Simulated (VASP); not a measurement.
# TaN (P6_3mc) in VASP: notebook

Runs on TaN. Level: PBE. Tasks: electric field gradients, single point.

All numbers are computed with VASP 6.6.1; they aren't measurements. Logs are shortened: lines on timing, memory, paths and dates and some standing lists are left out, and cuts for length are marked.

### 1 The cell of the first run

Symmetry: P6_3mc, No. 186, hexagonal system. The conventional cell has a = 3.050 Å, b = 3.050 Å, c = 4.940 Å, α = 90.00°, β = 90.00°, γ = 120.00°. Ta (site symmetry 3m) has 4 N at 1.85 to 1.90 Å within 2.5 Å. N (site symmetry 3m) has 4 Ta at 1.85 to 1.90 Å within 2.5 Å.

### 2 Electric field gradients, PBE

File INCAR:

```
PREC = Accurate
ENCUT = 520
EDIFF = 1E-8
ISMEAR = -1
SIGMA = 0.03
LREAL = F
LASPH = T
NELM = 80
ALGO = Normal
ISIF = 2
LWAVE = F
LCHARG = F
GGA = PE
LEFG = T
NBANDS = 24
```

File KPOINTS:

```
Automatic mesh
0
Gamma
  9 9 5
```

File POSCAR:

```
TaN
1.0
    3.0500010905      0.0000000000      0.0000000000
   -1.5250005453      2.6413784260      0.0000000000
    0.0000000000      0.0000000000      4.9400000000
Ta N
2 2
Direct
    0.3333333333      0.6666666667      0.0000000000
    0.6666666667      0.3333333333      0.5000000000
    0.3333333333      0.6666666667      0.3850000000
    0.6666666667      0.3333333333      0.8850000000
```

Potentials or basis: VASP PAW PBE potentials, release 64 (Ta_pv, N).

Started as:

```console
cat potpaw_PBE.64/Ta_pv/POTCAR potpaw_PBE.64/N/POTCAR > POTCAR
mpirun -np 1 vasp_std > vasp.out
```

OUTCAR:

```text
PREC = Accurate
   ENCUT = 520
   EDIFF = 1E-8
   ISMEAR = -1
   LREAL = F
   LASPH = T
   NELM = 80
   ISIF = 2
   GGA = PE

 ion  position               nearest neighbor table
   1  0.333  0.667  0.000-   4 1.85   4 1.85   4 1.85   3 1.90   2 3.03   2 3.03   2 3.03   2 3.03
                             2 3.03   2 3.03
   2  0.667  0.333  0.500-   3 1.85   3 1.85   3 1.85   4 1.90   1 3.03   1 3.03   1 3.03   1 3.03
                             1 3.03   1 3.03
   3  0.333  0.667  0.385-   2 1.85   2 1.85   2 1.85   1 1.90
   4  0.667  0.333  0.885-   1 1.85   1 1.85   1 1.85   2 1.90

  LATTYP: Found a hexagonal cell.
 ALAT       =     3.0500010905
 C/A-ratio  =     1.6196715520

  Lattice vectors:

 A1 = (   3.0500010905,   0.0000000000,   0.0000000000)
 A2 = (  -1.5250005453,   2.6413784260,   0.0000000000)
 A3 = (   0.0000000000,   0.0000000000,   4.9400000000)

Analysis of symmetry for initial positions (statically):
=====================================================================
 Subroutine PRICEL returns:
 Original cell was already a primitive cell.

 Routine SETGRP: Setting up the symmetry group for a
 hexagonal supercell.

 Subroutine GETGRP returns: Found 12 space group operations
 (whereof  6 operations were pure point group operations)
 out of a pool of 24 trial point group operations.

The static configuration has the point symmetry C_3v.
 The point group associated with its full space group is C_6v.

Analysis of symmetry for dynamics (positions and initial velocities):
=====================================================================
 Subroutine PRICEL returns:
 Original cell was already a primitive cell.

 Routine SETGRP: Setting up the symmetry group for a
 hexagonal supercell.

 Subroutine GETGRP returns: Found 12 space group operations
 (whereof  6 operations were pure point group operations)
 out of a pool of 24 trial point group operations.

The dynamic configuration has the point symmetry C_3v.
 The point group associated with its full space group is C_6v.

 Subroutine INISYM returns: Found 12 space group operations
 (whereof  6 operations are pure point group operations),
 and found     1 'primitive' translations

----------------------------------------------------------------------------------------

                                     Primitive cell

  volume of cell :      39.7977

  direct lattice vectors                    reciprocal lattice vectors
     3.050001090  0.000000000  0.000000000     0.327868735  0.189295103  0.000000000
    -1.525000545  2.641378426  0.000000000     0.000000000  0.378590205  0.000000000
     0.000000000  0.000000000  4.940000000     0.000000000  0.000000000  0.202429150

  length of vectors
     3.050001090  3.050001091  4.940000000     0.378590205  0.378590205  0.202429150

  position of ions in fractional coordinates (direct lattice)
     0.333333333  0.666666667  0.000000000
     0.666666667  0.333333333  0.500000000
     0.333333333  0.666666667  0.385000000
     0.666666667  0.333333333  0.885000000

  ion indices of the primitive-cell ions
   primitive index   ion index
                 1           1
                 2           2
                 3           3
                 4           4

----------------------------------------------------------------------------------------

 KPOINTS: Automatic mesh

Automatic generation of k-mesh.
 Grid dimensions read from file:
 generate k-points for:    9    9    5

 Generating k-lattice:

  Cartesian coordinates                     Fractional coordinates (reciprocal lattice)
     0.036429859  0.021032789  0.000000000     0.111111111  0.000000000  0.000000000
[... 42 lines left out ...]
   number of dos      NEDOS =    301   number of ions     NIONS =      4
   total plane-waves  NPLWV =  23040
   dimension x,y,z NGX =    24 NGY =   24 NGZ =   40
   dimension x,y,z NGXF=    48 NGYF=   48 NGZF=   80
   ions per type =               2   2
   NGX,Y,Z   is equivalent  to a cutoff of  13.08, 13.08, 13.46 a.u.
   NGXF,Y,Z  is equivalent  to a cutoff of  26.16, 26.16, 26.92 a.u.
 SYSTEM =  unknown system
   PREC   = accura    normal or accurate (medium, high low for compatibility)
   ISTART =      0    job   : 0-new  1-cont  2-samecut
   ICHARG =      2    charge: 1-file 2-atom 10-const
   ISPIN  =      1    spin polarized calculation?
   LNONCOLLINEAR =      F non collinear calculations
   LSORBIT =      F    spin-orbit coupling
   LASPH  =      T    aspherical Exc in radial PAW
   ENCUT  =  520.0 eV  38.22 Ry    6.18 a.u.   5.67  5.67  9.19*2*pi/ulx,y,z
   NELM   =     80;   NELMIN=  2; NELMDL= -5     # of ELM steps
   EDIFF  = 0.1E-07   stopping-criterion for ELM
   LREAL  =      F    real-space projection
   EDIFFG = 0.1E-06   stopping-criterion for IOM
   NSW    =      0    number of steps for IOM
   IBRION =     -1    ionic relax: 0-MD 1-quasi-New 2-CG
   NFREE  =      0    steps in history (QN), initial steepest desc. (CG)
   ISIF   =      2    stress and relaxation
   ISYM   =      2    0-nonsym 1-usesym 2-fastsym
   POTIM  = 0.5000    time-step for ionic-motion
   TEBEG  =    0.0;   TEEND  =   0.0 temperature during run
   PSTRESS=    0.0 pullay stress
   NELECT =      32.0000    total number of electrons
   NUPDOWN=      -1.0000    fix difference up-down
   EMIN   =  10.00;   EMAX   =-10.00  energy-range for DOS
   EFERMI =   0.00;   METHOD = LEGACY
   ISMEAR =    -1;   SIGMA  =   0.03  broadening in eV -4-tet -1-fermi 0-gaus
   EFERMI_NEDOS =   21; number of points for ismear=-14 and -15
   IALGO  =     38    algorithm
   IMIX   =      4    mixing-type and parameters
     AMIX     =   0.40;   BMIX     =  1.00
     AMIX_MAG =   1.60;   BMIX_MAG =  1.00
  volume/ion in A,a.u.               =       9.95        67.14
  Fermi-wavevector in a.u.,A,eV,Ry     =   1.522319  2.876766 31.530886  2.317455
  Thomas-Fermi vector in A             =   2.630914
   LORBIT       =      0    0 simple, 1 ext, 2 COOP (PROOUT), +10 PAW based schemes
   GGA     = PE    functional components
   LHFCALC =     F    Hartree Fock is set to
   AEXX    =    0.0000 exact exchange contribution
   IVDW    =     0    specifies the selected vdW correction
   LEPSILON=     F    determine dielectric tensor
   LRPA    =     F    only Hartree local field effects (RPA)
 non-spin polarized calculation
  energy-cutoff  :      520.00
  volume of cell :       39.80
 maximum number of plane-waves:      1092
 NGX is ok and might be reduce to    24
   NGX = 11   NGY = 11   NGZ = 19

 number of electron      32.0000000 magnetization

 Free energy of the ion-electron system (eV)
  ---------------------------------------------------
  ext. energy  EPLUGINS =         0.00000000
  ---------------------------------------------------
  free energy    TOTEN  =       -37.66180932 eV

  energy without entropy =      -37.65561403  energy(sigma->0) =      -37.65871168

 E-fermi :   9.8123     XC(G=0): -13.5439

 val. band max:        9.7815489560   @ k =   0.2222   0.0000   0.0000
 cond. band min:       9.8243947240   @ k =   0.1111   0.1111   0.4000
 fundamental gap:      0.0428457680
 Fermi energy:         9.8123325566

 k-point     1 :       0.0000    0.0000    0.0000
  band No.  band energies     occupation
      1     -26.3283      2.00000
      2     -25.2260      2.00000
      3     -25.2260      2.00000
      4     -25.0350      2.00000
      5     -25.0350      2.00000
      6     -24.9732      2.00000
[... 637 lines left out ...]
     23      17.4099      0.00000
     24      17.4099      0.00000

 [... further k-points ...]

------------------------ aborting loop because EDIFF is reached ----------------------------------------

  FORCE on cell =-STRESS in cart. coord.  units (eV):
  Direction    XX          YY          ZZ          XY          YZ          ZX
  --------------------------------------------------------------------------------------
  -------------------------------------------------------------------------------------
  Total       36.9859960     36.9859960     30.6223931     -0.0000000      0.0000000      0.0000000
  in kB     1488.9850269   1488.9850269   1232.7986200     -0.0000000      0.0000000      0.0000000
  external PRESSURE =    1403.5895579 kB  Pullay stress =       0.0000000 kB

 VOLUME and BASIS-vectors are now :
 -----------------------------------------------------------------------------
  energy-cutoff  :      520.00
  volume of cell :       39.80
      direct lattice vectors                 reciprocal lattice vectors
     3.050001090  0.000000000  0.000000000     0.327868735  0.189295103  0.000000000
    -1.525000545  2.641378426  0.000000000     0.000000000  0.378590205  0.000000000
     0.000000000  0.000000000  4.940000000     0.000000000  0.000000000  0.202429150

 POSITION                                       TOTAL-FORCE (eV/Angst)
 -----------------------------------------------------------------------------------
     -0.00000      1.76092      0.00000        -0.000000      0.000000      2.334499
      1.52500      0.88046      2.47000         0.000000     -0.000000      2.334499
     -0.00000      1.76092      1.90190         0.000000     -0.000000     -2.334499
      1.52500      0.88046      4.37190        -0.000000      0.000000     -2.334499
 -----------------------------------------------------------------------------------
    total drift:                               -0.000000      0.000000      0.000572

  FREE ENERGIE OF THE ION-ELECTRON SYSTEM (eV)
  ---------------------------------------------------
  free  energy   TOTEN  =       -37.6618093202 eV

  energy  without entropy=      -37.6556140300  energy(sigma->0) =      -37.65871168

 Electric field gradients (V/A^2)
---------------------------------------------------------------------
 ion       V_xx      V_yy      V_zz      V_xy      V_xz      V_yz
---------------------------------------------------------------------
   1     -61.916   -61.916   123.832    -0.000    -0.000     0.000
   2     -61.916   -61.916   123.832    -0.000     0.000    -0.000
   3      -5.471    -5.470    10.941     0.001     0.000    -0.000
   4      -5.471    -5.470    10.941     0.001    -0.000     0.000
---------------------------------------------------------------------

 Electric field gradients after diagonalization (V/A^2)
 (convention: |V_zz| > |V_xx| > |V_yy|)
----------------------------------------------------------------------
 ion       V_xx      V_yy      V_zz     asymmetry (V_yy - V_xx)/ V_zz
----------------------------------------------------------------------
   1     -61.916   -61.916   123.832       0.000
   2     -61.916   -61.916   123.832       0.000
   3      -5.471    -5.470    10.941       0.000
   4      -5.471    -5.470    10.941       0.000
----------------------------------------------------------------------

           NMR quadrupolar parameters

 Cq : quadrupolar parameter    Cq=e*Q*V_zz/h
 eta: asymmetry parameters     (V_yy - V_xx)/ V_zz
 Q  : nuclear electric quadrupole moment in mb (millibarn)
----------------------------------------------------------------------
 ion       Cq(MHz)       eta       Q (mb)
----------------------------------------------------------------------
   1       0.299       0.000       1.000
   2       0.299       0.000       1.000
   3       0.026       0.000       1.000
   4       0.026       0.000       1.000
----------------------------------------------------------------------
```

Wall time 61 s (1 thread of AMD EPYC 7R13, shared host); peak memory 0.15 GiB.

What came out:

- Free energy: -37.6618 eV
- Pressure: 140.4 GPa
- Largest force: 2.334 eV/Å
- Band gap on the k mesh: zero (bands 16 and 17 overlap by 2.22 eV)
- Largest electric field gradient by atom: Ta +123.8; N +10.9 V/Å²

Forces in eV/Å, atoms in the order of the input:
```
Ta   0.000  0.000  2.334
Ta   0.000  0.000  2.334
N    0.000  0.000 -2.334
N    0.000  0.000 -2.334
```

Stress tensor (GPa, compression positive):
```
148.90   0.00   0.00
  0.00 148.90   0.00
  0.00   0.00 123.28
```

Levels at points of the mesh, in eV from the Fermi level:
```csv
k point,band 14,band 15,band 16,band 17,band 18,band 19
"(0.00, 0.00, 0.00)",-7.58,-0.85,-0.85,-0.37,2.13,2.65
```

Electric field gradients, principal values (V/Å²):
```tsv
atom	least	middle	greatest (by size)
1 Ta	-61.916	-61.916	123.832
2 Ta	-61.916	-61.916	123.832
3 N	-5.470	-5.471	10.941
4 N	-5.470	-5.471	10.941
```

Caveat: the cell stands under pressure; without QUAD_EFG the Cq values of the log hold for a quadrupole moment of 1 mb, not for the nuclei; spin-orbit coupling is left out, which moves the levels of the heavy elements; forces of over 1 eV/Å act on the atoms, so gaps and moduli don't describe the material at rest.

(Continued in part 2 of 2.)
